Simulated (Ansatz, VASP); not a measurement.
## MgH2: VASP beside Ansatz

INCAR

```
ALGO = Normal
EDIFF = 1E-7
ENCUT = 520
GGA = PE
ISIF = 2
ISMEAR = 0
LASPH = True
LCHARG = True
LELF = True
LREAL = False
LVHAR = True
LWAVE = False
NBANDS = 13
NELM = 100
PREC = Accurate
SIGMA = 0.01
```

KPOINTS

```
k-points
0
Gamma
  6 6 8
```

File POSCAR:

```
MgH2
1.0
    4.4705403589      0.0000000000      0.0000000000
    0.0000000000      4.4705403589      0.0000000000
    0.0000000000      0.0000000000      2.9822463536
Mg H
2 4
Direct
    0.0000000000      0.0000000000      0.0000000000
    0.5000000000      0.5000000000      0.5000000000
    0.3044145892      0.3044145892      0.0000000000
    0.1955854108      0.8044145892      0.5000000000
    0.8044145892      0.1955854108      0.5000000000
    0.6955854108      0.6955854108      0.0000000000
```

Input for Ansatz:

```yaml
crystal:
  lattice:
    - [4.4705403589, 0.0, 0.0]
    - [0.0, 4.4705403589, 0.0]
    - [0.0, 0.0, 2.9822463536]
  atoms:
    - { symbol: Mg, position: [0.0, 0.0, 0.0] }
    - { symbol: Mg, position: [0.5, 0.5, 0.5] }
    - { symbol: H, position: [0.3044145892, 0.3044145892, 0.0] }
    - { symbol: H, position: [0.1955854108, 0.8044145892, 0.5] }
    - { symbol: H, position: [0.8044145892, 0.1955854108, 0.5] }
    - { symbol: H, position: [0.6955854108, 0.6955854108, 0.0] }
kpoints:
  mp_grid: { grid: [6, 6, 8] }
hamiltonian:
  xc: pbe
scf:
  occupations: { method: fixed }
  n_extra_bands: 5
output:
  forces: true
  stress: true
  eigenvalues: true
```

Alike in both runs: task single point; functional PBE; k mesh 6 × 6 × 8; no spin polarisation.

```csv
,VASP,Ansatz
version,VASP 6.6.1,Ansatz 0.2.0
potentials or method,"VASP PAW PBE potentials, release 64 (Mg, H)","plane waves, PAW"
plane-wave cutoff (eV),520,420
occupations,"gaussian, width 0.01 eV",fixed
valence electrons in the cell,8,24
```

|  | VASP | Ansatz | Ansatz less VASP |
| --- | --- | --- | --- |
| gap on the k mesh at the Fermi level (eV) | 3.87 | 3.88 | +0.009 |
| pressure (GPa) | 1.4 | 1.7 | +0.29 |
| traceless stress, the component that is largest in VASP (GPa) | 0.35 | 0.40 | +0.048 |
| rms of the force components (eV/Å) | 0.005 | 0.005 | -0.0002 |

Atom by atom the forces differ by 0.000 eV/Å (rms over components). VASP's potentials hold 8 valence electrons a cell and Ansatz's 24, so a difference there can come from the potentials and not from the codes.
